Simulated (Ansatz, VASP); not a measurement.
**BP: VASP beside Ansatz**

The input INCAR:

```
SYSTEM = BP
PREC = Accurate ; ENCUT = 520
EDIFF = 1E-6 ; ISMEAR = -1
SIGMA = 0.08 ; LREAL = .False.
LASPH = .True. ; NELM = 100
ALGO = Normal ; ISIF = 2
LWAVE = .False. ; LCHARG = .False.
GGA = PE ; NBANDS = 11
```

File KPOINTS:

```
Automatic mesh
0
Gamma
  17 17 17
  0 0 0
```

File POSCAR:

```
BP
1.0
    0.0000000000      1.7698873646      1.7698873646
    1.7698873646      0.0000000000      1.7698873646
    1.7698873646      1.7698873646      0.0000000000
B P
1 1
Direct
    0.0000000000      0.0000000000      0.0000000000
    0.5000000000      0.5000000000      0.5000000000
```

Input for Ansatz:

```yaml
crystal:
  lattice:
    - [0.0, 1.7698873646, 1.7698873646]
    - [1.7698873646, 0.0, 1.7698873646]
    - [1.7698873646, 1.7698873646, 0.0]
  atoms:
    - { symbol: B, position: [0.0, 0.0, 0.0] }
    - { symbol: P, position: [0.5, 0.5, 0.5] }
kpoints:
  mp_grid: { grid: [17, 17, 17] }
  band_path:
    path:
      - [0.0, 0.0, 0.0]
      - [0.5, 0.0, 0.5]
      - [0.625, 0.25, 0.625]
      - [0.375, 0.375, 0.75]
      - [0.0, 0.0, 0.0]
      - [0.5, 0.5, 0.5]
      - [0.5, 0.25, 0.75]
      - [0.5, 0.0, 0.5]
    npoints: 8
scf:
  occupations: { method: fermi_dirac, width: 0.08 }
hamiltonian:
  xc: pbe
  pseudopotentials: { kind: paw }
output:
  forces: true
  stress: true
  eigenvalues: true
  populations: true
  dos: { projected: true, de: 0.2, e_range: [-14, 8] }
```

Change from the starting cell: volume scaled by 0.55, PAW files.

Alike in both runs: task single point; functional PBE; k mesh 17 × 17 × 17; occupations fermi-dirac, width 0.08 eV; no spin polarisation.

```csv
,VASP,Ansatz
version,VASP 6.6.1,Ansatz 0.2.0
potentials or method,"VASP PAW PBE potentials, release 64 (B, P)","PAW with Ansatz's default frozen-core files, scalar-relativistic"
plane-wave cutoff (eV),520,420
valence electrons in the cell,8,8
```

VASP gave:

| Quantity | Value |
| --- | --- |
| pressure (GPa) | 277.6 |

**Question.** Estimate Ansatz's values.

**Answer.** Pressure (GPa): 279.7.

Both programs put the cell under a high pressure, so it lies far from rest at this level.

Noted on VASP's run: the cell as given lies far from equilibrium.
